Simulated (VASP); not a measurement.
Runs of VASP 6.6.1 on Hf2SeS3. The structure is that of space group P-3m1 (No. 164), or close to it. The cells are those of the table. 

```csv
task,cell,k mesh,cutoff (eV),gap on the mesh (eV),pressure (GPa),largest force (eV/Å)
single point,"a = 4.480, b = 4.480, c = 6.766 Å, angles 90.0, 90.0, 120.0°, 6 atoms",6 × 6 × 4,520,none,-0.9,0.10
single point,"a = 4.477, b = 4.477, c = 6.780 Å, angles 90.0, 90.0, 120.0°, 6 atoms",12 × 12 × 6,520,none,-0.7,0.08
single point,"a = 4.338, b = 4.338, c = 7.855 Å, angles 90.0, 90.0, 120.0°, 6 atoms",6 × 6 × 2,520,none,2.4,(a)
single point,"a = 4.463, b = 4.463, c = 6.821 Å, angles 90.0, 90.0, 120.0°, 6 atoms",6 × 6 × 2,520,none,-0.7,0.08
relaxation of cell and atoms,"relaxed from a = 4.463, b = 4.463, c = 6.821 Å, angles 90.0, 90.0, 120.0°, 6 atoms",6 × 6 × 4,600,none,-0.3,0.01
```

Alike in all rows: level PBE; potentials or basis VASP PAW PBE potentials, release 64 (Hf_pv, Se, S); no spin polarisation; smearing gaussian 0.1 eV.

Problem. Estimate the missing entries.

Solution. (a) 1.61.

Caveats: some runs use coarse meshes; spin-orbit coupling is left out, which moves the levels of the heavy elements; forces of over 1 eV/Å act on the atoms, so gaps and moduli don't describe the material at rest (some runs).

A k mesh can miss the band edges, and the runs leave out spin-orbit coupling on Hf, Se.

A gap of «none» marks levels without a gap at the run's occupations.
